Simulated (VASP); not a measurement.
# Li (Fd-3m) in VASP: notebook, part 2 of 2

VASP 6.6.1. The steps go on from the part before.

## (3) Single point, PBE (volume scaled by 0.4)

INCAR

```
PREC     = Accurate       # precision mode
ENCUT    = 520            # plane-wave cutoff, eV
EDIFF    = 1E-6           # SCF threshold, eV
ISMEAR   = -1             # smearing method
SIGMA    = 0.05           # smearing width, eV
LREAL    = F              # projectors in reciprocal space
LASPH    = T              # aspherical terms in the spheres
NELM     = 60             # most SCF steps
ALGO     = Normal         # electronic algorithm
ISIF     = 2              # what is computed and relaxed
LWAVE    = F              # write WAVECAR
LCHARG   = T              # write CHGCAR
GGA      = PE             # functional
LELF     = T              # ELF
LVHAR    = T            
NBANDS   = 10             # bands
```

KPOINTS

```
Automatic mesh
0
Gamma
  11 11 11
```

POSCAR

```
Li
1.0
    0.0000000000      2.1704042944      2.1704042944
    2.1704042944      0.0000000000      2.1704042944
    2.1704042944      2.1704042944      0.0000000000
Li
2
Direct
   -0.1250000000     -0.1250000000     -0.1250000000
    0.1250000000      0.1250000000      0.1250000000
```

Potentials or basis: VASP PAW PBE potentials, release 64 (Li_sv).

Command:

```
> cat potpaw_PBE.64/Li_sv/POTCAR > POTCAR
> mpirun -np 1 vasp_std > vasp.out
```

OUTCAR:

```text
PREC = Accurate
   ENCUT = 520
   EDIFF = 1E-6
   ISMEAR = -1
   LREAL = F
   LASPH = T
   NELM = 60
   ISIF = 2
   GGA = PE

 ion  position               nearest neighbor table
   1  0.875  0.875  0.875-   2 1.88   2 1.88   2 1.88   2 1.88
   2  0.125  0.125  0.125-   1 1.88   1 1.88   1 1.88   1 1.88

  LATTYP: Found a face centered cubic cell.
 ALAT       =     4.3408085888

  Lattice vectors:

 A1 = (   0.0000000000,   2.1704042944,   2.1704042944)
 A2 = (   2.1704042944,   0.0000000000,   2.1704042944)
 A3 = (   2.1704042944,   2.1704042944,   0.0000000000)

Analysis of symmetry for initial positions (statically):
[... 6 lines left out ...]

 Subroutine GETGRP returns: Found 48 space group operations
 (whereof 12 operations were pure point group operations)
 out of a pool of 48 trial point group operations.

The static configuration has the point symmetry D_3d.
 The point group associated with its full space group is O_h .

Analysis of symmetry for dynamics (positions and initial velocities):
[... 6 lines left out ...]

 Subroutine GETGRP returns: Found 48 space group operations
 (whereof 12 operations were pure point group operations)
 out of a pool of 48 trial point group operations.

The dynamic configuration has the point symmetry D_3d.
 The point group associated with its full space group is O_h .

 Subroutine INISYM returns: Found 48 space group operations
 (whereof 12 operations are pure point group operations),
 and found     1 'primitive' translations

----------------------------------------------------------------------------------------

                                     Primitive cell

  volume of cell :      20.4481

  direct lattice vectors                    reciprocal lattice vectors
     0.000000000  2.170404294  2.170404294    -0.230371826  0.230371826  0.230371826
     2.170404294  0.000000000  2.170404294     0.230371826 -0.230371826  0.230371826
[... 105 lines left out ...]
     AMIX_MAG =   1.60;   BMIX_MAG =  1.00
  volume/ion in A,a.u.               =      10.22        69.00
  Fermi-wavevector in a.u.,A,eV,Ry     =   1.087864  2.055765 16.101789  1.183448
  Thomas-Fermi vector in A             =   2.224033
   LORBIT       =      0    0 simple, 1 ext, 2 COOP (PROOUT), +10 PAW based schemes
   GGA     = PE    functional components
   LHFCALC =     F    Hartree Fock is set to
   AEXX    =    0.0000 exact exchange contribution
   IVDW    =     0    specifies the selected vdW correction
   LEPSILON=     F    determine dielectric tensor
   LRPA    =     F    only Hartree local field effects (RPA)
 non-spin polarized calculation
  energy-cutoff  :      520.00
  volume of cell :       20.45
 maximum number of plane-waves:       560
   NGX = 11   NGY = 11   NGZ = 11

 number of electron       5.9999994 magnetization

 Free energy of the ion-electron system (eV)
  ---------------------------------------------------
  ext. energy  EPLUGINS =         0.00000000
  ---------------------------------------------------
  free energy    TOTEN  =        -1.66574560 eV

  energy without entropy =       -1.66529369  energy(sigma->0) =       -1.66551965

 E-fermi :   4.2412     XC(G=0):  -8.9441

 val. band max:        4.1066029415   @ k =  -0.4545   0.4545   0.0000
 cond. band min:       4.3814851557   @ k =  -0.4545   0.4545   0.0000
 fundamental gap:      0.2748822142
 Fermi energy:         4.2411910390

 k-point     1 :       0.0000    0.0000    0.0000
  band No.  band energies     occupation
      1     -44.5133      2.00000
      2     -43.5009      2.00000
      3      -0.7346      2.00000
      4      14.2391      0.00000
      5      14.2391      0.00000
      6      14.2391      0.00000
      7      15.7025      0.00000
      8      15.7025      0.00000
      9      15.7025      0.00000
     10      24.0981      0.00000
[... 287 lines left out ...]
 k-point    24 :      -0.1818    0.1818    0.0000
  band No.  band energies     occupation
      1     -44.3576      2.00000
      2     -43.6435      2.00000
      3       0.2662      2.00000
      4       8.8080      0.00000
      5       9.3176      0.00000
      6      12.7009      0.00000
      7      17.1443      0.00000
      8      17.7389      0.00000
      9      19.8536      0.00000
     10      21.6904      0.00000

 [... further k-points ...]

------------------------ aborting loop because EDIFF is reached ----------------------------------------

  FORCE on cell =-STRESS in cart. coord.  units (eV):
  Direction    XX          YY          ZZ          XY          YZ          ZX
  --------------------------------------------------------------------------------------
  -------------------------------------------------------------------------------------
  Total        2.9913398      2.9913398      2.9913398      0.0000000     -0.0000000     -0.0000000
  in kB      234.3820867    234.3820867    234.3820867      0.0000000     -0.0000000     -0.0000000
  external PRESSURE =     234.3820867 kB  Pullay stress =       0.0000000 kB

 VOLUME and BASIS-vectors are now :
 -----------------------------------------------------------------------------
  energy-cutoff  :      520.00
  volume of cell :       20.45
      direct lattice vectors                 reciprocal lattice vectors
     0.000000000  2.170404294  2.170404294    -0.230371826  0.230371826  0.230371826
     2.170404294  0.000000000  2.170404294     0.230371826 -0.230371826  0.230371826
     2.170404294  2.170404294  0.000000000     0.230371826  0.230371826 -0.230371826

 POSITION                                       TOTAL-FORCE (eV/Angst)
 -----------------------------------------------------------------------------------
      3.79821      3.79821      3.79821         0.000000     -0.000000      0.000000
      0.54260      0.54260      0.54260        -0.000000      0.000000     -0.000000
 -----------------------------------------------------------------------------------
    total drift:                                0.000000      0.000000      0.000000

  FREE ENERGIE OF THE ION-ELECTRON SYSTEM (eV)
  ---------------------------------------------------
  free  energy   TOTEN  =        -1.6657455997 eV

  energy  without entropy=       -1.6652936908  energy(sigma->0) =       -1.66551965
```

OSZICAR:

```text
N       E                     dE             d eps       ncg     rms          rms(c)
DAV:   1     0.207494442513E+02    0.20749E+02   -0.31526E+03  1120   0.637E+02
DAV:   2    -0.551544714433E+00   -0.21301E+02   -0.20778E+02  1606   0.115E+02
DAV:   3    -0.164209099394E+01   -0.10905E+01   -0.10882E+01  1440   0.249E+01
DAV:   4    -0.168853584062E+01   -0.46445E-01   -0.46427E-01  1554   0.330E+00
DAV:   5    -0.168922113969E+01   -0.68530E-03   -0.68528E-03  1404   0.328E-01    0.849E-01
DAV:   6    -0.167128380743E+01    0.17937E-01   -0.11510E-02  1676   0.430E-01    0.547E-01
DAV:   7    -0.166538638866E+01    0.58974E-02   -0.30440E-02  1322   0.777E-01    0.162E-01
DAV:   8    -0.166571772634E+01   -0.33134E-03   -0.18151E-03  1512   0.315E-01    0.267E-02
DAV:   9    -0.166573892766E+01   -0.21201E-04   -0.49337E-05  1344   0.626E-02    0.348E-03
DAV:  10    -0.166574630290E+01   -0.73752E-05   -0.16100E-06  1606   0.117E-02    0.302E-03
DAV:  11    -0.166574559974E+01    0.70316E-06   -0.40416E-07  1246   0.559E-03
   1 F= -.16657456E+01 E0= -.16655196E+01  d E =-.451909E-03
```

stdout:

```text
POSCAR found type information on POSCAR Li
 POSCAR found :  1 types and       2 ions
 scaLAPACK will be used
 LDA part: xc-table for (Slater+PW92), standard interpolation
 POSCAR, INCAR and KPOINTS ok, starting setup
 FFT: planning ... GRIDC
 FFT: planning ... GRID_SOFT
 FFT: planning ... GRID
 WAVECAR not read
 entering main loop
```

Wall time 14 s (1 thread of AMD EPYC 7R43 (Zen 3), shared host); peak memory 0.09 GiB.

Results:

- Free energy: -1.6657 eV
- Band gap on the k mesh: 0.27 eV, direct

Levels at points of the mesh, in eV from the valence-band top:
```
           k point  band 1  band 2  band 3  band 4  band 5  band 6  band 7  band 8
(0.00, 0.00, 0.00)  -48.62  -47.61   -4.84   10.13   10.13   10.13   11.60   11.60
```

Caveat: the cutoff is under 1.25 times the usual one of these potentials, so pressure, stress and relaxed cells hold a basis-set (Pulay) error.
